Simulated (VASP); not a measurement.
## Cu: single point with PBE

Crystal: Cu.

```
Cu
1.0
    -1.34711    1.34711    1.30307
     1.34711   -1.34711    1.30307
     1.34711    1.34711   -1.30307
Cu
1
Direct
  0.00000 0.00000 0.00000
```

```yaml
Program: VASP 6.6.1
Task: single point
Functional: PBE
Potentials_or_basis: VASP PAW PBE potentials, release 64 (Cu)
Cutoff: 520 eV
k_mesh: 22 × 22 × 22
Occupations: gaussian, width 0.1 eV
Spin: no spin polarisation
```

- Pressure: 60.6 GPa
- Band gap on the k mesh: zero (an odd number of electrons rules out a gap without spin polarisation)

Levels at points of the mesh, in eV from the Fermi level:
| k point | band 3 | band 4 | band 5 | band 6 | band 7 | band 8 | band 9 | band 10 |
| --- | --- | --- | --- | --- | --- | --- | --- | --- |
| (0.00, 0.00, 0.00) | -3.93 | -3.93 | -2.70 | -2.51 | 26.80 | 26.80 | 27.71 | 32.15 |
| (0.50, 0.00, 0.00) | -2.61 | -2.37 | -1.55 | -1.16 | 5.77 | 18.97 | 20.12 | 23.93 |
| (0.50, 0.50, 0.00) | -2.77 | -2.48 | -1.58 | -1.47 | 5.36 | 19.86 | 21.29 | 24.83 |
| (0.50, 0.50, 0.50) | -1.81 | -1.81 | -1.77 | 8.73 | 8.73 | 10.19 | 14.96 | 15.65 |

Wall time 2.2 min on 1 thread of Intel Xeon 8259CL, on a shared host, peak memory 0.2 GiB.

Caveat: the cell stands under pressure.
